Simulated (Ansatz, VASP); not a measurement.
NaI in VASP and in Ansatz

```
CELL_PARAMETERS angstrom
0.00000 3.50599 3.50599
3.50599 0.00000 3.50599
3.50599 3.50599 0.00000
ATOMIC_POSITIONS crystal
Na 0.00000 0.00000 0.00000
I 0.25000 0.25000 0.25000
```

Change from the starting cell: hydrostatic strain -1.1%.

Alike in both runs: task single point; functional HSE06; k mesh 4 × 4 × 4; no spin polarisation.

|  | VASP | Ansatz |
| --- | --- | --- |
| version | VASP 6.6.1 | Ansatz 0.2.0 |
| potentials or method | VASP PAW PBE potentials, release 64 (Na_pv, I) | plane waves, PAW |
| plane-wave cutoff (eV) | 520 | 420 |
| occupations | gaussian, width 0.01 eV | fixed |
| valence electrons in the cell | 14 | 26 |

Ansatz gave:

- gap on the k mesh at the Fermi level (eV): 4.87
- pressure (GPa): 0.6

Task: What did VASP give for the same quantities?

Result: gap on the k mesh at the Fermi level (eV): 4.86; pressure (GPa): 0.6.

VASP's potentials hold 14 valence electrons a cell and Ansatz's 26, so a difference there can come from the potentials and not from the codes. Ansatz's warnings: stress exchange threshold loose, stress scf threshold loose.

Neither program's run includes spin-orbit coupling.
